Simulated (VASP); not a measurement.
# Al (P6_3/mmc) in VASP: a series of runs

Runs on Al. Level: PBEsol. Tasks: single point.

Everything below comes from runs of VASP 6.6.1. Logs are shortened: lines on timing, memory, paths and dates and some standing lists are left out, and cuts for length are marked.

## Step 1: The cell of the first run

The structure is hexagonal, space group P6_3/mmc (No. 194). Conventional cell: a = 3.009 Å, b = 3.009 Å, c = 4.564 Å, α = 90.00°, β = 90.00°, γ = 120.00°. Al (site symmetry -6m2) has 12 Al at 2.87 to 3.01 Å within 3.8 Å.

## Step 2: Single point, PBEsol

INCAR

```
PREC = Accurate ; ENCUT = 520
EDIFF = 1E-6 ; ISMEAR = 0
SIGMA = 0.15 ; LREAL = F
LASPH = T ; NELM = 60
ALGO = Fast ; ISIF = 2
LWAVE = F ; LCHARG = F
GGA = PS ; NBANDS = 10
```

KPOINTS

```
Automatic mesh
0
Gamma
  18 18 10
```

POSCAR

```
Al
1.0
    3.0093000000      0.0000000000      0.0000000000
   -1.5046500000      2.6061302476      0.0000000000
    0.0000000000      0.0000000000      4.5641000000
Al
2
Direct
    0.6666666667      0.3333333333      0.7500000000
    0.3333333333      0.6666666667      0.2500000000
```

Potentials or basis: VASP PAW PBE potentials, release 64 (Al).

The run is started by

```console
> cat potpaw_PBE.64/Al/POTCAR > POTCAR
> mpirun -np 1 vasp_std > vasp.out
```

OUTCAR:

```text
PREC = Accurate
   ENCUT = 520
   EDIFF = 1E-6
   ISMEAR = 0
   LREAL = F
   LASPH = T
   NELM = 60
   ISIF = 2
   GGA = PS

 ion  position               nearest neighbor table
   1  0.667  0.333  0.750-   2 2.87   2 2.87   2 2.87   2 2.87   2 2.87   2 2.87
   2  0.333  0.667  0.250-   1 2.87   1 2.87   1 2.87   1 2.87   1 2.87   1 2.87

  LATTYP: Found a hexagonal cell.
 ALAT       =     3.0093000000
 C/A-ratio  =     1.5166650052

  Lattice vectors:

 A1 = (   3.0093000000,   0.0000000000,   0.0000000000)
 A2 = (  -1.5046500000,   2.6061302476,   0.0000000000)
 A3 = (   0.0000000000,   0.0000000000,   4.5641000000)

Analysis of symmetry for initial positions (statically):
=====================================================================
 Subroutine PRICEL returns:
 Original cell was already a primitive cell.

 Routine SETGRP: Setting up the symmetry group for a
 hexagonal supercell.

 Subroutine GETGRP returns: Found 24 space group operations
 (whereof 12 operations were pure point group operations)
 out of a pool of 24 trial point group operations.

The static configuration has the point symmetry D_3d.
 The point group associated with its full space group is D_6h.

Analysis of symmetry for dynamics (positions and initial velocities):
=====================================================================
 Subroutine PRICEL returns:
 Original cell was already a primitive cell.

 Routine SETGRP: Setting up the symmetry group for a
 hexagonal supercell.

 Subroutine GETGRP returns: Found 24 space group operations
 (whereof 12 operations were pure point group operations)
 out of a pool of 24 trial point group operations.

The dynamic configuration has the point symmetry D_3d.
 The point group associated with its full space group is D_6h.

 Subroutine INISYM returns: Found 24 space group operations
 (whereof 12 operations are pure point group operations),
 and found     1 'primitive' translations

----------------------------------------------------------------------------------------

                                     Primitive cell

  volume of cell :      35.7945

  direct lattice vectors                    reciprocal lattice vectors
     3.009300000  0.000000000  0.000000000     0.332303193  0.191855338  0.000000000
    -1.504650000  2.606130248  0.000000000     0.000000000  0.383710676  0.000000000
     0.000000000  0.000000000  4.564100000     0.000000000  0.000000000  0.219101247

  length of vectors
     3.009300000  3.009300000  4.564100000     0.383710676  0.383710676  0.219101247

  position of ions in fractional coordinates (direct lattice)
     0.666666667  0.333333333  0.750000000
     0.333333333  0.666666667  0.250000000

  ion indices of the primitive-cell ions
   primitive index   ion index
                 1           1
                 2           2

----------------------------------------------------------------------------------------

 KPOINTS: Automatic mesh

Automatic generation of k-mesh.
 Grid dimensions read from file:
 generate k-points for:   18   18   10

 Generating k-lattice:

  Cartesian coordinates                     Fractional coordinates (reciprocal lattice)
     0.018461289  0.010658630  0.000000000     0.055555556  0.000000000  0.000000000
     0.000000000  0.021317260  0.000000000     0.000000000  0.055555556  0.000000000
     0.000000000  0.000000000  0.021910125     0.000000000  0.000000000  0.100000000

  Length of vectors
     0.021317260  0.021317260  0.021910125

  Shift w.r.t. Gamma in fractional coordinates (k-lattice)
     0.000000000  0.000000000  0.000000000

 Subroutine IBZKPT returns following result:
 ===========================================

 Found    222 irreducible k-points:

 Following reciprocal coordinates:
            Coordinates               Weight
  0.000000  0.000000  0.000000      1.000000
  0.055556  0.000000  0.000000      6.000000
  0.111111  0.000000  0.000000      6.000000
  0.166667 -0.000000  0.000000      6.000000
  0.222222 -0.000000  0.000000      6.000000
  0.277778  0.000000  0.000000      6.000000
[... 16 lines left out ...]
  0.333333  0.111111  0.000000     12.000000
  0.388889  0.111111  0.000000     12.000000
 [... further k-points ...]
   k-points           NKPTS =    222   k-points in BZ     NKDIM =    222   number of bands    NBANDS=     10
   number of dos      NEDOS =    301   number of ions     NIONS =      2
   total plane-waves  NPLWV =  20736
   dimension x,y,z NGX =    24 NGY =   24 NGZ =   36
   dimension x,y,z NGXF=    48 NGYF=   48 NGZF=   72
   ions per type =               2
   NGX,Y,Z   is equivalent  to a cutoff of  13.26, 13.26, 13.11 a.u.
   NGXF,Y,Z  is equivalent  to a cutoff of  26.52, 26.52, 26.23 a.u.
 SYSTEM =  unknown system
   PREC   = accura    normal or accurate (medium, high low for compatibility)
   ISTART =      0    job   : 0-new  1-cont  2-samecut
   ICHARG =      2    charge: 1-file 2-atom 10-const
   ISPIN  =      1    spin polarized calculation?
   LNONCOLLINEAR =      F non collinear calculations
   LSORBIT =      F    spin-orbit coupling
   LASPH  =      T    aspherical Exc in radial PAW
   ENCUT  =  520.0 eV  38.22 Ry    6.18 a.u.   5.60  5.60  8.49*2*pi/ulx,y,z
   NELM   =     60;   NELMIN=  2; NELMDL= -5     # of ELM steps
   EDIFF  = 0.1E-05   stopping-criterion for ELM
   LREAL  =      F    real-space projection
   EDIFFG = 0.1E-04   stopping-criterion for IOM
   NSW    =      0    number of steps for IOM
   IBRION =     -1    ionic relax: 0-MD 1-quasi-New 2-CG
   NFREE  =      0    steps in history (QN), initial steepest desc. (CG)
   ISIF   =      2    stress and relaxation
   ISYM   =      2    0-nonsym 1-usesym 2-fastsym
   POTIM  = 0.5000    time-step for ionic-motion
   TEBEG  =    0.0;   TEEND  =   0.0 temperature during run
   PSTRESS=    0.0 pullay stress
   NELECT =       6.0000    total number of electrons
   NUPDOWN=      -1.0000    fix difference up-down
   EMIN   =  10.00;   EMAX   =-10.00  energy-range for DOS
   EFERMI =   0.00;   METHOD = LEGACY
   ISMEAR =     0;   SIGMA  =   0.15  broadening in eV -4-tet -1-fermi 0-gaus
   EFERMI_NEDOS =   21; number of points for ismear=-14 and -15
   IALGO  =     68    algorithm
   IMIX   =      4    mixing-type and parameters
     AMIX     =   0.40;   BMIX     =  1.00
     AMIX_MAG =   1.60;   BMIX_MAG =  1.00
  volume/ion in A,a.u.               =      17.90       120.78
  Fermi-wavevector in a.u.,A,eV,Ry     =   0.902651  1.705762 11.085729  0.814778
  Thomas-Fermi vector in A             =   2.025880
   LORBIT       =      0    0 simple, 1 ext, 2 COOP (PROOUT), +10 PAW based schemes
   GGA     = PS    functional components
   LHFCALC =     F    Hartree Fock is set to
   AEXX    =    0.0000 exact exchange contribution
   IVDW    =     0    specifies the selected vdW correction
   LEPSILON=     F    determine dielectric tensor
   LRPA    =     F    only Hartree local field effects (RPA)
 non-spin polarized calculation
 RMM-DIIS sequential band-by-band and
 Gauss-broadening in eV      SIGMA  =   0.15
  energy-cutoff  :      520.00
  volume of cell :       35.79
 maximum number of plane-waves:      1001
 NGX is ok and might be reduce to    24
   NGX = 11   NGY = 11   NGZ = 17

 number of electron       6.0000000 magnetization

 Free energy of the ion-electron system (eV)
  ---------------------------------------------------
  ext. energy  EPLUGINS =         0.00000000
  ---------------------------------------------------
  free energy    TOTEN  =        -8.03562340 eV

  energy without entropy =       -8.02540614  energy(sigma->0) =       -8.03051477

 E-fermi :   7.1062     XC(G=0):  -9.9626

 val. band max:        7.0949683133   @ k =   0.3333   0.1111   0.4000
 cond. band min:       7.1218949831   @ k =   0.3333   0.1667   0.0000
 fundamental gap:      0.0269266698
 Fermi energy:         7.1061929844

 k-point     1 :       0.0000    0.0000    0.0000
  band No.  band energies     occupation
      1      -3.4582      2.00000
      2       3.2544      2.00000
      3       3.7476      2.00000
      4      15.8849      0.00000
      5      15.8849      0.00000
      6      16.7464      0.00000
      7      16.7464      0.00000
      8      19.1686      0.00000
      9      19.3046      0.00000
     10      21.6564      0.00000

 k-point     2 :       0.0556    0.0000    0.0000
  band No.  band energies     occupation
      1      -3.3911      2.00000
      2       3.3165      2.00000
      3       3.8136      2.00000
      4      14.7053      0.00000
      5      15.2286      0.00000
      6      16.6406      0.00000
      7      17.5191      0.00000
      8      19.7465      0.00000
      9      20.0209      0.00000
     10      20.5465      0.00000

 k-point     3 :       0.1111    0.0000    0.0000
  band No.  band energies     occupation
      1      -3.1898      2.00000
      2       3.5029      2.00000
      3       4.0110      2.00000
      4      12.8894      0.00000
      5      14.3848      0.00000
      6      15.9919      0.00000
      7      18.7032      0.00000
      8      18.8505      0.00000
      9      19.1955      0.00000
     10      20.3732      0.00000

 k-point     4 :       0.1667   -0.0000    0.0000
  band No.  band energies     occupation
      1      -2.8549      2.00000
      2       3.8134      2.00000
      3       4.3377      2.00000
      4      11.0501      0.00000
      5      13.6330      0.00000
      6      15.2449      0.00000
      7      17.1256      0.00000
      8      17.6518      0.00000
      9      19.5403      0.00000
     10      20.0972      0.00000
[... 222 lines left out ...]
 k-point    22 :       0.2778    0.1111    0.0000
  band No.  band energies     occupation
      1      -0.8623      2.00000
      2       5.6680      2.00000
      3       5.8248      2.00000
      4       6.6504      1.99998
      5       9.5735      0.00000
      6      12.4230      0.00000
      7      13.1533      0.00000
      8      16.0737      0.00000
      9      16.3123      0.00000
     10      16.4809      0.00000

 k-point    23 :       0.3333    0.1111    0.0000
  band No.  band energies     occupation
      1      -0.0087      2.00000
      2       4.6374      2.00000
      3       6.4602      2.00000
      4       7.1880      0.44067
      5       9.2618      0.00000
      6      11.0438      0.00000
      7      11.8064      0.00000
      8      15.7314      0.00000
      9      16.0314      0.00000
     10      16.1873      0.00000

 k-point    24 :       0.3889    0.1111    0.0000
  band No.  band energies     occupation
      1       0.9644      2.00000
      2       3.3265      2.00000
      3       7.3402      0.02740
      4       8.0413      0.00000
      5       9.0717      0.00000
      6       9.8064      0.00000
      7      10.6045      0.00000
      8      15.5292      0.00000
      9      15.8623      0.00000
     10      16.0093      0.00000

 [... further k-points ...]

------------------------ aborting loop because EDIFF is reached ----------------------------------------

  FORCE on cell =-STRESS in cart. coord.  units (eV):
  Direction    XX          YY          ZZ          XY          YZ          ZX
  --------------------------------------------------------------------------------------
  -------------------------------------------------------------------------------------
  Total       -1.4936653     -1.4936653     -0.6821142      0.0000000      0.0000000      0.0000000
  in kB      -66.8570350    -66.8570350    -30.5316969      0.0000000      0.0000000      0.0000000
  external PRESSURE =     -54.7485890 kB  Pullay stress =       0.0000000 kB

 VOLUME and BASIS-vectors are now :
 -----------------------------------------------------------------------------
  energy-cutoff  :      520.00
  volume of cell :       35.79
      direct lattice vectors                 reciprocal lattice vectors
     3.009300000  0.000000000  0.000000000     0.332303193  0.191855338  0.000000000
    -1.504650000  2.606130248  0.000000000     0.000000000  0.383710676  0.000000000
     0.000000000  0.000000000  4.564100000     0.000000000  0.000000000  0.219101247

 POSITION                                       TOTAL-FORCE (eV/Angst)
 -----------------------------------------------------------------------------------
      1.50465      0.86871      3.42307        -0.000000     -0.000000      0.000000
     -0.00000      1.73742      1.14102         0.000000      0.000000      0.000000
 -----------------------------------------------------------------------------------
    total drift:                                0.000000     -0.000000     -0.000000

  FREE ENERGIE OF THE ION-ELECTRON SYSTEM (eV)
  ---------------------------------------------------
  free  energy   TOTEN  =        -8.0356233972 eV

  energy  without entropy=       -8.0254061443  energy(sigma->0) =       -8.03051477
```

It took 38 s on 1 thread of Intel Xeon 6975P-C, shared host; peak memory 0.19 GiB.

Results:

* Free energy: -8.0356 eV
* Pressure: -5.5 GPa
* Band gap on the k mesh: zero (band 3 reaches 12.12 eV, above the bottom of band 4 at 3.91 eV)

Stress tensor (GPa, compression positive):
```
-6.69  0.00  0.00
 0.00 -6.69  0.00
 0.00  0.00 -3.05
```

Levels at points of the mesh, in eV from the Fermi level:
```csv
k point,band 1,band 2,band 3,band 4,band 5,band 6,band 7
"(0.00, 0.00, 0.00)",-10.56,-3.85,-3.36,8.78,8.78,9.64,9.64
"(0.50, 0.00, 0.00)",-5.42,-5.00,0.70,1.70,1.76,2.09,4.43
"(0.00, 0.00, 0.50)",-8.80,-8.80,4.67,4.67,10.25,10.25,10.25
"(0.50, 0.00, 0.50)",-3.79,-3.79,-3.20,-3.20,5.97,5.97,7.27
```

Caveat: the PAW data sets were made with another functional, which shifts forces and pressure a little.

## Step 3: Single point, PBEsol

This run uses another cell than the first one, of 17.84 Å³/atom, 0.997 times its volume.

INCAR

```
SYSTEM = Al
ALGO = Normal
EDIFF = 1E-6
ENCUT = 520
GGA = PS
ISIF = 2
ISMEAR = 0
LASPH = .TRUE.
LCHARG = .FALSE.
LREAL = .FALSE.
LWAVE = .FALSE.
NBANDS = 10
NELM = 80
PREC = Accurate
SIGMA = 0.15
```

KPOINTS

```
k-points
0
G
  18 18 10
  0 0 0
```

POSCAR

```
Al
1.0
    2.8896000000      0.0000000000      0.0000000000
   -1.4448000000      2.5024670068      0.0000000000
    0.0000000000      0.0000000000      4.9351000000
Al
2
Direct
    0.6666666667      0.3333333333      0.7500000000
    0.3333333333      0.6666666667      0.2500000000
```

Potentials or basis: VASP PAW PBE potentials, release 64 (Al).

The run is started by

```console
> cat potpaw_PBE.64/Al/POTCAR > POTCAR
> mpirun -np 1 vasp_std > vasp.out
```

OUTCAR:

```text
SYSTEM = Al
   EDIFF = 1E-6
   ENCUT = 520
   GGA = PS
   ISIF = 2
   ISMEAR = 0
   LASPH = .TRUE.
   LREAL = .FALSE.
   NELM = 80
   PREC = Accurate

 ion  position               nearest neighbor table
   1  0.667  0.333  0.750-   2 2.98   2 2.98   2 2.98   2 2.98   2 2.98   2 2.98
   2  0.333  0.667  0.250-   1 2.98   1 2.98   1 2.98   1 2.98   1 2.98   1 2.98

  LATTYP: Found a hexagonal cell.
 ALAT       =     2.8896000000
 C/A-ratio  =     1.7078834441

  Lattice vectors:

 A1 = (   2.8896000000,   0.0000000000,   0.0000000000)
 A2 = (  -1.4448000000,   2.5024670068,   0.0000000000)
 A3 = (   0.0000000000,   0.0000000000,   4.9351000000)

Analysis of symmetry for initial positions (statically):
=====================================================================
 Subroutine PRICEL returns:
 Original cell was already a primitive cell.

 Routine SETGRP: Setting up the symmetry group for a
 hexagonal supercell.

 Subroutine GETGRP returns: Found 24 space group operations
 (whereof 12 operations were pure point group operations)
 out of a pool of 24 trial point group operations.

The static configuration has the point symmetry D_3d.
[... 173 lines left out ...]
      1      -3.4457      2.00000
      2       2.3592      2.00000
      3       2.6684      2.00000
      4      17.7714      0.00000
      5      17.7714      0.00000
      6      18.2173      0.00000
      7      18.2265      0.00000
      8      18.2265      0.00000
      9      19.1751      0.00000
     10      21.0003      0.00000
[... 287 lines left out ...]
 k-point    24 :       0.3889    0.1111    0.0000
  band No.  band energies     occupation
      1       1.3582      2.00000
      2       3.8639      2.00000
      3       7.0972      1.25242
      4       7.1907      0.57549
      5       9.3277      0.00000
      6       9.8117      0.00000
      7      10.5309      0.00000
      8      15.5299      0.00000
      9      16.0296      0.00000
     10      17.4871      0.00000

 [... further k-points ...]

------------------------ aborting loop because EDIFF is reached ----------------------------------------

  FORCE on cell =-STRESS in cart. coord.  units (eV):
  Direction    XX          YY          ZZ          XY          YZ          ZX
  --------------------------------------------------------------------------------------
  -------------------------------------------------------------------------------------
  Total       -1.2333402     -1.2333402     -1.3016923      0.0000000     -0.0000000      0.0000000
  in kB      -55.3721525    -55.3721525    -58.4408966      0.0000000     -0.0000000      0.0000000
  external PRESSURE =     -56.3950672 kB  Pullay stress =       0.0000000 kB

 VOLUME and BASIS-vectors are now :
 -----------------------------------------------------------------------------
  energy-cutoff  :      520.00
  volume of cell :       35.69
      direct lattice vectors                 reciprocal lattice vectors
     2.889600000  0.000000000  0.000000000     0.346068660  0.199802834  0.000000000
    -1.444800000  2.502467007  0.000000000     0.000000000  0.399605668  0.000000000
     0.000000000  0.000000000  4.935100000     0.000000000  0.000000000  0.202630139

 POSITION                                       TOTAL-FORCE (eV/Angst)
 -----------------------------------------------------------------------------------
      1.44480      0.83416      3.70133         0.000000      0.000000      0.000000
     -0.00000      1.66831      1.23378        -0.000000      0.000000      0.000000
 -----------------------------------------------------------------------------------
    total drift:                                0.000000     -0.000000     -0.000000

  FREE ENERGIE OF THE ION-ELECTRON SYSTEM (eV)
  ---------------------------------------------------
  free  energy   TOTEN  =        -8.0601014633 eV

  energy  without entropy=       -8.0496264514  energy(sigma->0) =       -8.05486396
```

OSZICAR:

```text
N       E                     dE             d eps       ncg     rms          rms(c)
DAV:   1    -0.880241272086E+00   -0.88024E+00   -0.22821E+03  4440   0.468E+02
DAV:   2    -0.795241798673E+01   -0.70722E+01   -0.67666E+01  5858   0.530E+01
DAV:   3    -0.811577423032E+01   -0.16336E+00   -0.16118E+00  5908   0.641E+00
DAV:   4    -0.811653069519E+01   -0.75646E-03   -0.75636E-03  5350   0.488E-01
DAV:   5    -0.811653689447E+01   -0.61993E-05   -0.61998E-05  5356   0.459E-02    0.176E+00
DAV:   6    -0.808259732102E+01    0.33940E-01   -0.54040E-03  5038   0.345E-01    0.100E+00
DAV:   7    -0.806022986939E+01    0.22367E-01   -0.13457E-02  4772   0.526E-01    0.178E-01
DAV:   8    -0.806010404266E+01    0.12583E-03   -0.13036E-04  6222   0.656E-02    0.597E-03
DAV:   9    -0.806010250153E+01    0.15411E-05   -0.10787E-06  5016   0.549E-03    0.218E-03
DAV:  10    -0.806010145845E+01    0.10431E-05   -0.34777E-08  2898   0.114E-03    0.903E-05
DAV:  11    -0.806010146329E+01   -0.48417E-08   -0.42380E-09  2532   0.393E-04
   1 F= -.80601015E+01 E0= -.80548640E+01  d E =-.104750E-01
```

stdout:

```text
POSCAR found type information on POSCAR Al
 POSCAR found :  1 types and       2 ions
 scaLAPACK will be used
 -----------------------------------------------------------------------------
|                                                                             |
|                                                                             |
|     You enforced a specific xc type in the INCAR file but a different       |
|     I HOPE YOU KNOW WHAT YOU ARE DOING!                                     |
|                                                                             |
 -----------------------------------------------------------------------------

 LDA part: xc-table for (Slater+PW92), standard interpolation
 POSCAR, INCAR and KPOINTS ok, starting setup
 FFT: planning ... GRIDC
 FFT: planning ... GRID_SOFT
 FFT: planning ... GRID
 WAVECAR not read
 entering main loop
```

It took 35 s on 1 thread of Intel Xeon 6975P-C, shared host; peak memory 0.2 GiB.

What came out:

- Free energy: -8.0601 eV
- Pressure: -5.6 GPa
- Band gap on the k mesh: zero (band 3 reaches 10.79 eV, above the bottom of band 4 at 4.11 eV)

Stress tensor (GPa, compression positive):
```
-5.54  0.00  0.00
 0.00 -5.54  0.00
 0.00  0.00 -5.84
```

Caveat: the PAW data sets were made with another functional, which shifts forces and pressure a little.

(Continued in part 2 of 2.)
